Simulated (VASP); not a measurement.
A run of VASP 6.6.1 is set up as follows.

File INCAR:

```
ALGO = Normal
DIPOL = 0.5 0.5 0.500
EDIFF = 1E-6
ENCUT = 520
GGA = PE
IDIPOL = 3
ISIF = 2
ISMEAR = 0
IVDW = 12
LASPH = T
LCHARG = F
LDIPOL = T
LREAL = F
LWAVE = F
NBANDS = 56
NELM = 100
PREC = Accurate
SIGMA = 0.02
```

File KPOINTS:

```
k-points
0
Gamma
  12 12 1
```

POSCAR

```
PtS2
1.0
    3.5830653951      0.0000000000      0.0000000000
   -1.7915326975      3.1030256556      0.0000000000
    0.0000000000      0.0000000000     58.8089166210
S Pt
8 4
Direct
    0.6666666667      0.3333333333      0.3605274569
    0.3333333333      0.6666666667      0.4015498098
    0.6666666667      0.3333333333      0.4398350347
    0.3333333333      0.6666666667      0.4808573875
    0.6666666667      0.3333333333      0.5191426125
    0.3333333333      0.6666666667      0.5601649653
    0.6666666667      0.3333333333      0.5984501902
    0.3333333333      0.6666666667      0.6394725431
    0.0000000000      0.0000000000      0.3810386334
    0.0000000000      0.0000000000      0.4603462111
    0.0000000000      0.0000000000      0.5396537889
    0.0000000000      0.0000000000      0.6189613666
```

Potentials or basis: VASP PAW PBE potentials, release 64 (S, Pt).

Run with:

```bash
$ cat potpaw_PBE.64/S/POTCAR potpaw_PBE.64/Pt/POTCAR > POTCAR
$ mpirun -np 1 vasp_std > vasp.out
```

Estimate the largest force.

0.281 eV/Å.

What does it give for the dispersion energy per atom?

-0.403 eV.

What does it give for the band gap on the k mesh?

0.47 eV (least direct gap 0.99 eV).

Forces on the atoms (eV/Å):
```
S    0.000  0.000 -0.188
S    0.000  0.000 -0.118
S    0.000  0.000  0.049
S    0.000  0.000 -0.040
S    0.000  0.000  0.040
S    0.000  0.000 -0.049
S    0.000  0.000  0.118
S    0.000  0.000  0.188
Pt   0.000  0.000  0.281
Pt   0.000  0.000  0.006
Pt   0.000  0.000 -0.006
Pt   0.000  0.000 -0.281
```

Caveat: the cell differs from its parent crystal (a layer taken out of the bulk); spin-orbit coupling is left out, which moves the levels of the heavy elements.
